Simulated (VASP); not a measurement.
Here is a VASP 6.6.1 calculation.

The input POSCAR:

```
LiH
1.0
    3.2548234050      0.0000000000      0.0000000000
   -1.6274117025      2.8187597536      0.0000000000
    0.0000000000      0.0000000000      4.0690682714
Li H
2 2
Direct
    0.3333333333      0.6666666667      0.2500000000
    0.6666666667      0.3333333333      0.7500000000
    0.6666666667      0.3333333333      0.2500000000
    0.3333333333      0.6666666667      0.7500000000
```

File INCAR.step1:

```
ALGO = Normal
EDIFF = 1E-4
ENCUT = 520
GGA = PE
ISMEAR = 0
LASPH = T
LCHARG = F
LREAL = F
LWAVE = T
NBANDS = 12
NELM = 60
PREC = Accurate
SIGMA = 0.01
```

Contents of INCAR.step2:

```
ALGO = Normal
EDIFF = 1E-6
ENCUT = 520
ISIF = 2
ISMEAR = 0
ISTART = 1
LASPH = T
LCHARG = T
LELF = T
LMIXTAU = T
LREAL = F
LVHAR = T
LWAVE = F
METAGGA = R2SCAN
NBANDS = 12
NELM = 60
PREC = Accurate
SIGMA = 0.01
```

Contents of KPOINTS:

```
k-points
0
Gamma
  9 9 6
```

Potentials or basis: VASP PAW PBE potentials, release 64 (Li_sv, H).

Run with:

```sh
$ cat potpaw_PBE.64/Li_sv/POTCAR potpaw_PBE.64/H/POTCAR > POTCAR
$ cp INCAR.step1 INCAR
$ mpirun -np 1 vasp_std > vasp.out
$ cp INCAR.step2 INCAR
$ mpirun -np 1 vasp_std > vasp.out
```

(1) Predict the band gap on the k mesh.

Answers

(1) 2.30 eV (least direct gap 3.61 eV).
